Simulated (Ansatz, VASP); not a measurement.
CdS in VASP and in Ansatz

```xyz
2
Lattice="4.2612 0.0000 0.0000 -2.1306 3.6903 0.0000 0.0000 0.0000 5.8042" Properties=species:S:1:pos:R:3 pbc="T T T"
Cd    0.0000    0.0000    2.5695
S     2.0656    1.1926    2.5223
```

Change from the starting cell: all S atoms moved +0.075 Å, as atom 2 towards its neighbour atom 1 (Cd) at 2.461 Å.

Alike in both runs: task single point; functional LDA; k mesh 9 × 9 × 6; occupations gaussian, width 0.05 eV; no spin polarisation.

|  | VASP | Ansatz |
| --- | --- | --- |
| version | VASP 6.6.1 | Ansatz 0.2.0 |
| potentials or method | VASP PAW LDA potentials, release 64 (Cd, S), cutoff 520 eV | scalar-relativistic, plane waves, PAW |
| valence electrons in the cell | 18 | 26 |

```csv
,VASP,Ansatz,Ansatz less VASP
gap on the k mesh at the Fermi level (eV),1.18,1.15,-0.027
least direct gap on the mesh (eV),1.18,1.15,-0.027
pressure (GPa),-2.1,-2.4,-0.23
"traceless stress, the component that is largest in VASP (GPa)",2.03,2.27,+0.246
rms of the force components (eV/Å),0.347,0.332,-0.0148
```

LDA's correlation is that of Perdew and Zunger in VASP and of Perdew and Wang (1992) in Ansatz. Atom by atom the forces differ by 0.015 eV/Å (rms over components). VASP's potentials hold 18 valence electrons a cell and Ansatz's 26, so a difference there can come from the potentials and not from the codes.
